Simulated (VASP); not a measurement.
Here is a VASP 6.6.1 calculation.

File INCAR:

```
  PREC = Accurate
  ENCUT = 600
  EDIFF = 1E-6
  ISMEAR = 0
  SIGMA = 0.05
  LREAL = False
  LASPH = True
  NELM = 60
  ALGO = Normal
  ISIF = 4
  LWAVE = False
  LCHARG = False
  GGA = PE
  IVDW = 13
  IBRION = 2
  NSW = 60
  EDIFFG = -0.01
```

The input KPOINTS:

```
regular mesh
0
Gamma
  8 8 8
```

The input POSCAR:

```
HfB2
1.0
    3.0896893941      0.0000000000      0.0000000000
   -1.5448446970      2.6757495051      0.0000000000
    0.0000000000      0.0000000000      3.3866042875
Hf B
1 2
Direct
    0.0000000000      0.0000000000      0.0000000000
    0.3333333333      0.6666666667      0.5000000000
    0.6666666667      0.3333333333      0.5000000000
```

Potentials or basis: VASP PAW PBE potentials, release 64 (Hf_pv, B).

Run with:

```console
$ cat potpaw_PBE.64/Hf_pv/POTCAR potpaw_PBE.64/B/POTCAR > POTCAR
$ mpirun -np 1 vasp_std > vasp.out
```

(1) What does it give for the dispersion energy per atom?

(2) What does it give for the band gap on the k mesh?

Results:

(1) -0.331 eV.

(2) zero (band 8 reaches 8.66 eV, above the bottom of band 9 at 8.14 eV).

Caveat: the relaxation stopped at its first step, so nothing moved; spin-orbit coupling is left out, which moves the levels of the heavy elements.
